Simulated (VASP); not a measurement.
A run of VASP 6.6.1 is set up as follows.

File INCAR:

```
SYSTEM = SnSe
  PREC = Accurate
  ENCUT = 600
  EDIFF = 1E-7
  ISMEAR = -1
  SIGMA = 0.05
  LREAL = .False.
  LASPH = .True.
  NELM = 80
  ALGO = Normal
  ISIF = 3
  LWAVE = .False.
  LCHARG = .False.
  GGA = RP
  IBRION = 2
  NSW = 60
  EDIFFG = -0.01
```

File KPOINTS:

```
Automatic mesh
0
Gamma
  8 8 8
  0 0 0
```

POSCAR

```
SnSe
1.0
    0.0000000000      3.0100000000      3.0100000000
    3.0100000000      0.0000000000      3.0100000000
    3.0100000000      3.0100000000      0.0000000000
Sn Se
1 1
Direct
    0.0000000000      0.0000000000      0.0000000000
    0.5000000000      0.5000000000      0.5000000000
```

Potentials or basis: VASP PAW PBE potentials, release 64 (Sn_d, Se).

Command:

```bash
$ cat potpaw_PBE.64/Sn_d/POTCAR potpaw_PBE.64/Se/POTCAR > POTCAR
$ mpirun -np 1 vasp_std > vasp.out
```

(1) Predict the relaxed cell.

(2) What does it give for the relaxed volume?

## Answers

(1) a = 4.332 Å, b = 4.332 Å, c = 4.332 Å, α = 60.00°, β = 60.00°, γ = 60.00°.

(2) 28.74 Å³/atom.

Caveat: the PAW data sets were made with another functional, which shifts forces and pressure a little.
